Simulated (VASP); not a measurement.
Wanted: the native input for a VASP 6.6.1 run.

| Item | Value |
| --- | --- |
| Task | single point |
| Functional | PBE |
| Potentials or basis | VASP PAW PBE potentials, release 64 (Hf_pv, O) |
| Cutoff | 520 eV |
| k mesh | 6 × 6 × 4 |
| Occupations | gaussian, width 0.05 eV |
| Spin | no spin polarisation |
| Dipole correction | no |
| Further INCAR settings | ALGO = Normal; EDIFF = 1e-06; NBANDS = 31 |

The structure of HfO2 lies in POSCAR:

```
HfO2
1.0
    3.6043048131      0.0000000000      0.0000000000
    0.0000000000      3.6043048131      0.0000000000
    0.0000000000      0.0000000000      5.2639671549
Hf O
2 4
Direct
    0.5000000000      0.3751492942      0.5427434278
    0.0000000000      0.0000000000      0.0000000000
    0.0000000000      0.5000000000      0.6932521152
    0.5000000000      0.0000000000      0.8067478848
    0.5000000000      0.0000000000      0.3067478848
    0.0000000000      0.5000000000      0.1932521152
```

This cell differs from its parent crystal: atom 1 (Hf) moved by (-0.450, +0.225) A along y and z.

These files were run (other wordings do the same):

INCAR

```
SYSTEM = HfO2
PREC = Accurate ; ENCUT = 520
EDIFF = 1E-6 ; ISMEAR = 0
SIGMA = 0.05 ; LREAL = .FALSE.
LASPH = .TRUE. ; NELM = 80
ALGO = Normal ; ISIF = 2
LWAVE = .FALSE. ; LCHARG = .FALSE.
GGA = PE ; NBANDS = 31
```

KPOINTS

```
regular mesh
0
G
  6 6 4
  0 0 0
```

Potentials or basis: VASP PAW PBE potentials, release 64 (Hf_pv, O).

Run with:

```console
$ cat potpaw_PBE.64/Hf_pv/POTCAR potpaw_PBE.64/O/POTCAR > POTCAR
$ mpirun -np 1 vasp_std > vasp.out
```

Results of the run:

```yaml
Pressure: 10.3 GPa
Largest_force: 5.799 eV/Å
Band_gap_on_the_k_mesh: 3.84 eV (least direct gap 4.06 eV)
```

Caveat: the cell differs from its parent crystal (atom 1 (Hf) moved by (-0.450, +0.225) A along y and z); the stress differs along the axes, from 7 to 12 GPa; spin-orbit coupling is left out, which moves the levels of the heavy elements; forces of over 1 eV/Å act on the atoms, so gaps and moduli don't describe the material at rest.

It took 3.2 min on 1 thread of Intel Xeon 8259CL (shared host), peak memory 0.21 GiB.
